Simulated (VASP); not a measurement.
# CsH (rocksalt type): single point with LDA

Crystal: CsH (rocksalt type).

```xyz
2
Lattice="0.0000 2.4192 2.4192 2.4192 0.0000 2.4192 2.4192 2.4192 0.0000" Properties=species:S:1:pos:R:3 pbc="T T T"
Cs    0.0000    0.0000    0.0000
H     2.4192    2.4192    2.4192
```

```
Program                : VASP 6.6.1
Task                   : single point
Functional             : LDA
Potentials or basis    : VASP PAW LDA potentials, release 64 (Cs_sv, H_h)
Cutoff                 : 910 eV
k mesh                 : 12 × 12 × 12
Occupations            : fermi-dirac, width 0.05 eV
Spin                   : no spin polarisation
Dipole correction      : no
Further INCAR settings : ALGO = Normal; EDIFF = 1e-06; NBANDS = 12
```

```yaml
Pressure: 33.0 GPa
Band_gap_on_the_k_mesh: zero (bands 5 and 6 overlap by 0.57 eV)
```

Levels at points of the mesh, in eV from the Fermi level:
```tsv
k point	band 1	band 2	band 3	band 4	band 5	band 6	band 7	band 8	band 9	band 10
(0.00, 0.00, 0.00)	-24.02	-7.36	-7.36	-7.36	-2.80	4.32	4.32	4.32	8.37	8.47
(0.50, 0.00, 0.00)	-22.66	-13.15	-8.01	-8.01	0.38	0.52	3.43	3.43	10.58	11.82
(0.50, 0.50, 0.00)	-22.22	-12.25	-9.36	-9.36	-5.01	-0.19	11.43	12.14	12.71	12.71
```

It took 26 s on 1 thread of Intel(R) Xeon(R) Platinum 8488C (Sapphire Rapids), on a shared host, peak memory 0.21 GiB.

Caveat: the cell stands under pressure; spin-orbit coupling is left out, which moves the levels of the heavy elements.
